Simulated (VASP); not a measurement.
Wanted: the native input for a VASP 6.6.1 run.

```yaml
Task: relaxation of cell and atoms
Functional: PBEsol
Potentials_or_basis: VASP PAW PBE potentials, release 64 (Sn_d, O)
Cutoff: 600 eV
k_mesh: 5 × 3 × 4
Occupations: gaussian, width 0.01 eV
Spin: no spin polarisation
Dipole_correction: no
Further_INCAR_settings: ALGO = Normal; EDIFF = 1e-06; IBRION = 2; EDIFFG = -0.02; NSW = 60; ISIF = 3
```

The structure of SnO lies in POSCAR:

```
SnO
1.0
    3.3550050000      0.0000000000      0.0000000000
    0.0000000000      5.6741040000      0.0000000000
    0.0000000000      0.0000000000      4.2219700000
Sn O
2 2
Direct
    0.0000000000      0.2319089992      0.5131439991
    0.5000000000      0.7680910008      0.0131439991
    0.0000000000      0.8912500000      0.7368570004
    0.5000000000      0.1087500000      0.2368570004
```

One way to write it, as run:

INCAR

```
SYSTEM = SnO
PREC = Accurate
ENCUT = 600
EDIFF = 1E-6
ISMEAR = 0
SIGMA = 0.01
LREAL = .False.
LASPH = .True.
NELM = 100
ALGO = Normal
ISIF = 3
LWAVE = .False.
LCHARG = .False.
GGA = PS
IBRION = 2
NSW = 60
EDIFFG = -0.02
```

KPOINTS

```
regular mesh
0
Gamma
  5 3 4
  0 0 0
```

Potentials or basis: VASP PAW PBE potentials, release 64 (Sn_d, O).

Run with:

```bash
$ cat potpaw_PBE.64/Sn_d/POTCAR potpaw_PBE.64/O/POTCAR > POTCAR
$ mpirun -np 1 vasp_std > vasp.out
```

Results of the run:

```
Relaxed volume                        : 18.14 Å³/atom
Relaxed cell                          : a = 3.331 Å, b = 5.718 Å, c = 3.809 Å, α = 90.00°, β = 90.00°, γ = 90.00°
Space group after relaxing (to 0.1 Å) : Pmn2_1 (No. 31)
Energy gained by relaxing             : 11.7 meV/atom
Ionic steps                           : 29
Pressure after relaxing               : 0.0 GPa
Largest force after relaxing          : 0.014 eV/Å
Band gap on the k mesh                : 1.46 eV (least direct gap 2.18 eV)
```

Caveat: the PAW data sets were made with another functional, which shifts forces and pressure a little; spin-orbit coupling is left out, which moves the levels of the heavy elements.

Run time: 6.1 min on 1 thread of AMD EPYC 9R45 96-Core Processor (Zen 5), on a shared host, peak memory 0.2 GiB.
